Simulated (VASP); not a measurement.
# AlRu (Pm-3m) in VASP: a series of runs, part 3 of 3

VASP 6.6.1.

### 6 Single point, PBE (volume scaled by 0.98, then relaxed in part)

INCAR reads:

```
PREC = Accurate
ENCUT = 520
EDIFF = 1E-7
ISMEAR = -1
SIGMA = 0.05
LREAL = F
LASPH = T
NELM = 80
ALGO = Normal
ISIF = 2
LWAVE = F
LCHARG = F
GGA = PE
NBANDS = 16
```

KPOINTS reads:

```
regular mesh
0
Gamma
  16 16 16
```

POSCAR reads:

```
AlRu
1.0
    2.9715215427      0.0000000000      0.0000000000
    0.0000000000      2.9715215427      0.0000000000
    0.0000000000      0.0000000000      2.9715215427
Al Ru
1 1
Direct
    0.0000000000      0.0000000000      0.0000000000
    0.5000000000      0.5000000000      0.5000000000
```

Potentials or basis: VASP PAW PBE potentials, release 64 (Al, Ru_pv).

Run with:

```bash
cat potpaw_PBE.64/Al/POTCAR potpaw_PBE.64/Ru_pv/POTCAR > POTCAR
mpirun -np 1 vasp_std > vasp.out
```

OUTCAR:

```text
PREC = Accurate
   ENCUT = 520
   EDIFF = 1E-7
   ISMEAR = -1
   LREAL = F
   LASPH = T
   NELM = 80
   ISIF = 2
   GGA = PE

 ion  position               nearest neighbor table
   1  0.000  0.000  0.000-   2 2.57   2 2.57   2 2.57   2 2.57   2 2.57   2 2.57   2 2.57   2 2.57

   2  0.500  0.500  0.500-   1 2.57   1 2.57   1 2.57   1 2.57   1 2.57   1 2.57   1 2.57   1 2.57

  LATTYP: Found a simple cubic cell.
 ALAT       =     2.9715215427

  Lattice vectors:

 A1 = (   2.9715215427,   0.0000000000,   0.0000000000)
 A2 = (   0.0000000000,   2.9715215427,   0.0000000000)
 A3 = (   0.0000000000,   0.0000000000,   2.9715215427)

Analysis of symmetry for initial positions (statically):
=====================================================================
 Subroutine PRICEL returns:
 Original cell was already a primitive cell.

 Routine SETGRP: Setting up the symmetry group for a
 simple cubic supercell.

 Subroutine GETGRP returns: Found 48 space group operations
 (whereof 48 operations were pure point group operations)
 out of a pool of 48 trial point group operations.

The static configuration has the point symmetry O_h .

Analysis of symmetry for dynamics (positions and initial velocities):
=====================================================================
 Subroutine PRICEL returns:
 Original cell was already a primitive cell.

 Routine SETGRP: Setting up the symmetry group for a
 simple cubic supercell.

 Subroutine GETGRP returns: Found 48 space group operations
 (whereof 48 operations were pure point group operations)
 out of a pool of 48 trial point group operations.

The dynamic configuration has the point symmetry O_h .

 Subroutine INISYM returns: Found 48 space group operations
 (whereof 48 operations are pure point group operations),
 and found     1 'primitive' translations

----------------------------------------------------------------------------------------

                                     Primitive cell

  volume of cell :      26.2384

  direct lattice vectors                    reciprocal lattice vectors
     2.971521543  0.000000000  0.000000000     0.336527932  0.000000000  0.000000000
     0.000000000  2.971521543  0.000000000     0.000000000  0.336527932  0.000000000
     0.000000000  0.000000000  2.971521543     0.000000000  0.000000000  0.336527932

  length of vectors
     2.971521543  2.971521543  2.971521543     0.336527932  0.336527932  0.336527932

  position of ions in fractional coordinates (direct lattice)
     0.000000000  0.000000000  0.000000000
     0.500000000  0.500000000  0.500000000

  ion indices of the primitive-cell ions
   primitive index   ion index
                 1           1
                 2           2

----------------------------------------------------------------------------------------

 KPOINTS: regular mesh

Automatic generation of k-mesh.
 Grid dimensions read from file:
 generate k-points for:   16   16   16

 Generating k-lattice:

  Cartesian coordinates                     Fractional coordinates (reciprocal lattice)
     0.021032996  0.000000000  0.000000000     0.062500000  0.000000000  0.000000000
     0.000000000  0.021032996  0.000000000     0.000000000  0.062500000  0.000000000
     0.000000000  0.000000000  0.021032996     0.000000000  0.000000000  0.062500000

  Length of vectors
     0.021032996  0.021032996  0.021032996

  Shift w.r.t. Gamma in fractional coordinates (k-lattice)
     0.000000000  0.000000000  0.000000000

 Subroutine IBZKPT returns following result:
 ===========================================

 Found    165 irreducible k-points:

 Following reciprocal coordinates:
            Coordinates               Weight
  0.000000  0.000000  0.000000      1.000000
  0.062500  0.000000  0.000000      6.000000
  0.125000  0.000000  0.000000      6.000000
  0.187500  0.000000  0.000000      6.000000
  0.250000  0.000000  0.000000      6.000000
  0.312500  0.000000  0.000000      6.000000
[... 16 lines left out ...]
  0.437500  0.125000  0.000000     24.000000
  0.500000  0.125000  0.000000     12.000000
 [... further k-points ...]
   k-points           NKPTS =    165   k-points in BZ     NKDIM =    165   number of bands    NBANDS=     16
   number of dos      NEDOS =    301   number of ions     NIONS =      2
   total plane-waves  NPLWV =  13824
   dimension x,y,z NGX =    24 NGY =   24 NGZ =   24
   dimension x,y,z NGXF=    48 NGYF=   48 NGZF=   48
   ions per type =               1   1
   NGX,Y,Z   is equivalent  to a cutoff of  13.43, 13.43, 13.43 a.u.
   NGXF,Y,Z  is equivalent  to a cutoff of  26.85, 26.85, 26.85 a.u.
 SYSTEM =  unknown system
   PREC   = accura    normal or accurate (medium, high low for compatibility)
   ISTART =      0    job   : 0-new  1-cont  2-samecut
   ICHARG =      2    charge: 1-file 2-atom 10-const
   ISPIN  =      1    spin polarized calculation?
   LNONCOLLINEAR =      F non collinear calculations
   LSORBIT =      F    spin-orbit coupling
   LASPH  =      T    aspherical Exc in radial PAW
   ENCUT  =  520.0 eV  38.22 Ry    6.18 a.u.   5.53  5.53  5.53*2*pi/ulx,y,z
   NELM   =     80;   NELMIN=  2; NELMDL= -5     # of ELM steps
   EDIFF  = 0.1E-06   stopping-criterion for ELM
   LREAL  =      F    real-space projection
   EDIFFG = 0.1E-05   stopping-criterion for IOM
   NSW    =      0    number of steps for IOM
   IBRION =     -1    ionic relax: 0-MD 1-quasi-New 2-CG
   NFREE  =      0    steps in history (QN), initial steepest desc. (CG)
   ISIF   =      2    stress and relaxation
   ISYM   =      2    0-nonsym 1-usesym 2-fastsym
   POTIM  = 0.5000    time-step for ionic-motion
   TEBEG  =    0.0;   TEEND  =   0.0 temperature during run
   PSTRESS=    0.0 pullay stress
   NELECT =      17.0000    total number of electrons
   NUPDOWN=      -1.0000    fix difference up-down
   EMIN   =  10.00;   EMAX   =-10.00  energy-range for DOS
   EFERMI =   0.00;   METHOD = LEGACY
   ISMEAR =    -1;   SIGMA  =   0.05  broadening in eV -4-tet -1-fermi 0-gaus
   EFERMI_NEDOS =   21; number of points for ismear=-14 and -15
   IALGO  =     38    algorithm
   IMIX   =      4    mixing-type and parameters
     AMIX     =   0.40;   BMIX     =  1.00
     AMIX_MAG =   1.60;   BMIX_MAG =  1.00
  volume/ion in A,a.u.               =      13.12        88.53
  Fermi-wavevector in a.u.,A,eV,Ry     =   1.416595  2.676976 27.303360  2.006740
  Thomas-Fermi vector in A             =   2.537913
   LORBIT       =      0    0 simple, 1 ext, 2 COOP (PROOUT), +10 PAW based schemes
   GGA     = PE    functional components
   LHFCALC =     F    Hartree Fock is set to
   AEXX    =    0.0000 exact exchange contribution
   IVDW    =     0    specifies the selected vdW correction
   LEPSILON=     F    determine dielectric tensor
   LRPA    =     F    only Hartree local field effects (RPA)
 non-spin polarized calculation
  energy-cutoff  :      520.00
  volume of cell :       26.24
 maximum number of plane-waves:       739
 NGX is ok and might be reduce to    24
   NGX = 11   NGY = 11   NGZ = 11

 number of electron      16.9999996 magnetization

 Free energy of the ion-electron system (eV)
  ---------------------------------------------------
  ext. energy  EPLUGINS =         0.00000000
  ---------------------------------------------------
  free energy    TOTEN  =       -14.24556853 eV

  energy without entropy =      -14.23190536  energy(sigma->0) =      -14.23873695

 E-fermi :  11.0215     XC(G=0): -12.6699

 val. band max:       11.0203283698   @ k =   0.4375   0.4375   0.1250
 cond. band min:      11.0292590895   @ k =   0.0625   0.0625   0.0625
 fundamental gap:      0.0089307197
 Fermi energy:        11.0215247765

 k-point     1 :       0.0000    0.0000    0.0000
  band No.  band energies     occupation
      1     -30.7672      2.00000
      2     -30.7672      2.00000
      3     -30.7672      2.00000
      4       1.2116      2.00000
      5       7.3273      2.00000
      6       7.3273      2.00000
[... 8 lines left out ...]
     15      23.1272      0.00000
     16      26.5026      0.00000

 k-point     2 :       0.0625    0.0000    0.0000
  band No.  band energies     occupation
      1     -30.7759      2.00000
      2     -30.7664      2.00000
      3     -30.7664      2.00000
      4       1.2881      2.00000
      5       7.3545      2.00000
      6       7.3557      2.00000
[... 8 lines left out ...]
     15      23.1273      0.00000
     16      26.7367      0.00000
[... 387 lines left out ...]
      5       6.1350      2.00000
      6       8.2763      2.00000
[... 8 lines left out ...]
     15      23.2172      0.00000
     16      24.3233      0.00000

 k-point    24 :       0.5000    0.1250    0.0000
  band No.  band energies     occupation
      1     -30.9885      2.00000
      2     -30.7799      2.00000
      3     -30.7450      2.00000
      4       5.3964      2.00000
      5       5.4062      2.00000
      6       8.3227      2.00000
[... 8 lines left out ...]
     15      23.1284      0.00000
     16      23.6427      0.00000

 [... further k-points ...]
[... 5 lines left out ...]
  --------------------------------------------------------------------------------------
  -------------------------------------------------------------------------------------
  Total        1.1662792      1.1662792      1.1662792     -0.0000000     -0.0000000     -0.0000000
  in kB       71.2158149     71.2158149     71.2158149     -0.0000000     -0.0000000     -0.0000000
  external PRESSURE =      71.2158149 kB  Pullay stress =       0.0000000 kB

 VOLUME and BASIS-vectors are now :
 -----------------------------------------------------------------------------
  energy-cutoff  :      520.00
  volume of cell :       26.24
      direct lattice vectors                 reciprocal lattice vectors
     2.971521543  0.000000000  0.000000000     0.336527932  0.000000000  0.000000000
     0.000000000  2.971521543  0.000000000     0.000000000  0.336527932  0.000000000
     0.000000000  0.000000000  2.971521543     0.000000000  0.000000000  0.336527932

 POSITION                                       TOTAL-FORCE (eV/Angst)
 -----------------------------------------------------------------------------------
      0.00000      0.00000      0.00000         0.000000      0.000000      0.000000
      1.48576      1.48576      1.48576         0.000000      0.000000      0.000000
 -----------------------------------------------------------------------------------
    total drift:                                0.000000     -0.000000     -0.000000

  FREE ENERGIE OF THE ION-ELECTRON SYSTEM (eV)
  ---------------------------------------------------
  free  energy   TOTEN  =       -14.2455685293 eV

  energy  without entropy=      -14.2319053624  energy(sigma->0) =      -14.23873695
```

OSZICAR:

```text
N       E                     dE             d eps       ncg     rms          rms(c)
DAV:   1     0.120120019989E+03    0.12012E+03   -0.92062E+03  5360   0.992E+02
DAV:   2    -0.129615138428E+02   -0.13308E+03   -0.12691E+03  6248   0.299E+02
DAV:   3    -0.149104583299E+02   -0.19489E+01   -0.19441E+01  6816   0.376E+01
DAV:   4    -0.149242078634E+02   -0.13750E-01   -0.13733E-01  6680   0.335E+00
DAV:   5    -0.149243999842E+02   -0.19212E-03   -0.19207E-03  6376   0.384E-01    0.128E+01
DAV:   6    -0.143272910129E+02    0.59711E+00   -0.22690E+00  5792   0.163E+01    0.242E+00
DAV:   7    -0.142607552056E+02    0.66536E-01   -0.16785E-01  5680   0.463E+00    0.218E+00
DAV:   8    -0.142457593336E+02    0.14996E-01   -0.16835E-02  6336   0.107E+00    0.193E-01
DAV:   9    -0.142455743976E+02    0.18494E-03   -0.34948E-04  6456   0.170E-01    0.130E-01
DAV:  10    -0.142455701621E+02    0.42355E-05   -0.24659E-05  6112   0.538E-02    0.900E-03
DAV:  11    -0.142455690054E+02    0.11567E-05   -0.72489E-07  6808   0.867E-03    0.455E-03
DAV:  12    -0.142455685190E+02    0.48643E-06   -0.46403E-08  3936   0.222E-03    0.230E-04
DAV:  13    -0.142455685293E+02   -0.10328E-07   -0.20906E-09  3160   0.479E-04
   1 F= -.14245569E+02 E0= -.14238737E+02  d E =-.136632E-01
```

stdout:

```text
POSCAR found type information on POSCAR AlRu
 POSCAR found :  2 types and       2 ions
 scaLAPACK will be used
 LDA part: xc-table for (Slater+PW92), standard interpolation
 POSCAR, INCAR and KPOINTS ok, starting setup
 FFT: planning ... GRIDC
 FFT: planning ... GRID_SOFT
 FFT: planning ... GRID
 WAVECAR not read
 entering main loop
```

Wall time 26 s (1 thread of Intel Xeon 6975P-C, shared host); peak memory 0.19 GiB.

Results:

```
Free energy : -14.2456 eV
Pressure    : 7.1 GPa
```

### 7 The runs side by side

| cell | gap on the mesh (eV) | pressure (GPa) |
| --- | --- | --- |
| a = 2.992 Å, 2 atoms | none | 2.6 |
| a = 3.011 Å, 2 atoms | none | -1.5 |
| a = 2.931 Å, 2 atoms | none | 17.8 |
| a = 2.951 Å, 2 atoms | none | 12.2 |
| a = 2.972 Å, 2 atoms | none | 7.1 |

Alike in all rows: task single point; level PBE; potentials or basis VASP PAW PBE potentials, release 64 (Al, Ru_pv); no spin polarisation; k mesh 16 × 16 × 16; cutoff (eV) 520; smearing fermi-dirac 0.05 eV.

Total energies depend on the potentials used, so only differences within one code and one set of settings carry meaning.
